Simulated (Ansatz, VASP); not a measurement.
## GaN in VASP and in Ansatz

```
CELL_PARAMETERS angstrom
0.00000 2.13650 2.36206
2.13650 0.00000 2.36206
2.13650 2.13650 0.00000
ATOMIC_POSITIONS crystal
Ga 0.00000 0.00000 0.00000
N 0.25000 0.25000 0.25000
```

Change from the starting cell: epitaxial_xy strain -5.0%.

Alike in both runs: task single point; functional PBE; k mesh 10 × 10 × 10; occupations fermi-dirac, width 0.02 eV; no spin polarisation.

```csv
,VASP,Ansatz
version,VASP 6.6.1,Ansatz 0.2.0
potentials or method,"VASP PAW PBE potentials, release 64 (Ga_d, N)","plane waves, PAW"
plane-wave cutoff (eV),520,420
valence electrons in the cell,18,18
```

|  | VASP | Ansatz | Ansatz less VASP |
| --- | --- | --- | --- |
| gap on the k mesh at the Fermi level (eV) | 1.88 | 1.87 | -0.011 |
| pressure (GPa) | 17.3 | 17.3 | +0.01 |
| traceless stress, the component that is largest in VASP (GPa) | -10.00 | -9.95 | +0.054 |
